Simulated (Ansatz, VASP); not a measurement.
## Two plane-wave programs on MoS

Contents of INCAR:

```
ALGO = Fast ; EDIFF = 1E-6
ENCUT = 520 ; GGA = PE
ISIF = 2 ; ISMEAR = 0
ISPIN = 2 ; LASPH = True
LCHARG = True ; LDAU = True
LDAUJ = 0 0 ; LDAUL = 2 -1
LDAUPRINT = 1 ; LDAUTYPE = 2
LDAUU = 4.38 0 ; LELF = True
LMAXMIX = 4 ; LORBIT = 11
LREAL = False ; LVHAR = True
LWAVE = False ; MAGMOM = 2 -2 0 0
NBANDS = 32 ; NELM = 150
PREC = Accurate ; SIGMA = 0.1
```

The input KPOINTS:

```
k-points
0
Gamma
  14 14 7
```

Contents of POSCAR:

```
MoS
1.0
    0.0000000000      2.6622876354      2.6622876354
    5.3245752707      2.6622876354      2.6622876354
    5.3245752707      5.3245752707      0.0000000000
Mo S
2 2
Direct
    0.0000000000      1.0000000000      1.0000000000
    0.0000000000      1.0000000000      0.5000000000
    0.5000000000      0.5000000000      0.0000000000
    0.5000000000      0.5000000000      0.5000000000
```

Input for Ansatz:

```yaml
crystal:
  lattice:
    - [0.0, 2.6622876354, 2.6622876354]
    - [5.3245752707, 2.6622876354, 2.6622876354]
    - [5.3245752707, 5.3245752707, 0.0]
  atoms:
    - { symbol: Mo, position: [0.0, 1.0, 1.0], spin: 2.0 }
    - { symbol: S, position: [0.5, 0.5, 0.0] }
    - { symbol: Mo, position: [0.0, 1.0, 0.5], spin: -2.0 }
    - { symbol: S, position: [0.5, 0.5, 0.5] }
basis:
  ecutwfc: 420
kpoints:
  mp_grid: { grid: [14, 14, 7] }
hamiltonian:
  xc: pbe
  hubbard: { sites: [{ species: Mo, l: d, u_eff: 4.38 }] }
scf:
  occupations: { method: gaussian, width: 0.1 }
output:
  forces: true
  stress: true
  eigenvalues: true
  populations: true
magnetization:
  spin_polarized: true
```

Alike in both runs: task single point; functional PBE; k mesh 14 × 14 × 7; occupations gaussian, width 0.1 eV; collinear spin; Hubbard terms Mo d U = 4.38 eV.

|  | VASP | Ansatz |
| --- | --- | --- |
| version | VASP 6.6.1 | Ansatz 0.2.0 |
| potentials or method | VASP PAW PBE potentials, release 64 (Mo_sv, S), cutoff 520 eV | scalar-relativistic, plane waves, PAW |
| valence electrons in the cell | 40 | 40 |

```csv
,VASP,Ansatz,Ansatz less VASP
gap on the k mesh at the Fermi level (eV),none,none,-
pressure (GPa),2.5,4.8,+2.27
net moment per atom (μB),0.00,0.00,0.000
size of the moment on the site where the two differ most (μB),3.40,2.99,-0.407
```

Site moments also hang on the region over which each program counts them. The programs project onto different local orbitals, so the same U acts differently, and such runs can settle in different states. A gap of «none» marks a metal or a gap that the smearing closes. Ansatz's warnings: filled band counts differ across k points.
